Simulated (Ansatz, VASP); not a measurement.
One calculation of K, two programs

File INCAR:

```
SYSTEM = K
PREC = Accurate
ENCUT = 520
EDIFF = 1E-7
ISMEAR = 0
SIGMA = 0.15
LREAL = .FALSE.
LASPH = .TRUE.
NELM = 80
ALGO = Fast
ISIF = 2
LWAVE = .FALSE.
LCHARG = .FALSE.
GGA = PE
NBANDS = 10
```

The input KPOINTS:

```
regular mesh
0
G
  14 14 14
  0 0 0
```

The input POSCAR:

```
K
1.0
   -2.6965400000      2.6965400000      2.6572700000
    2.6965400000     -2.6965400000      2.6572700000
    2.6965400000      2.6965400000     -2.6572700000
K
1
Direct
    0.0000000000      0.0000000000      0.0000000000
```

Input for Ansatz:

```yaml
crystal:
  lattice:
    - [-2.69654, 2.69654, 2.65727]
    - [2.69654, -2.69654, 2.65727]
    - [2.69654, 2.69654, -2.65727]
  atoms:
    - { symbol: K, position: [0.0, 0.0, 0.0] }
basis:
  ecutwfc: 420
kpoints:
  mp_grid: { grid: [14, 14, 14] }
hamiltonian:
  xc: pbe
scf:
  occupations: { method: gaussian, width: 0.15 }
output:
  forces: true
  stress: true
  eigenvalues: true
```

Change from the starting cell: strain +0.030 along x and y, +0.015 along z, atoms carried along.

Alike in both runs: task single point; functional PBE; k mesh 14 × 14 × 14; occupations gaussian, width 0.15 eV; no spin polarisation.

|  | VASP | Ansatz |
| --- | --- | --- |
| version | VASP 6.6.1 | Ansatz 0.2.0 |
| potentials or method | VASP PAW PBE potentials, release 64 (K_sv), cutoff 520 eV | scalar-relativistic, plane waves, PAW |
| valence electrons in the cell | 9 | 9 |

```csv
,VASP,Ansatz,Ansatz less VASP
gap on the k mesh at the Fermi level (eV),none,none,-
pressure (GPa),-0.2,-0.2,+0.01
```

A gap of «none» marks a metal or a gap that the smearing closes.
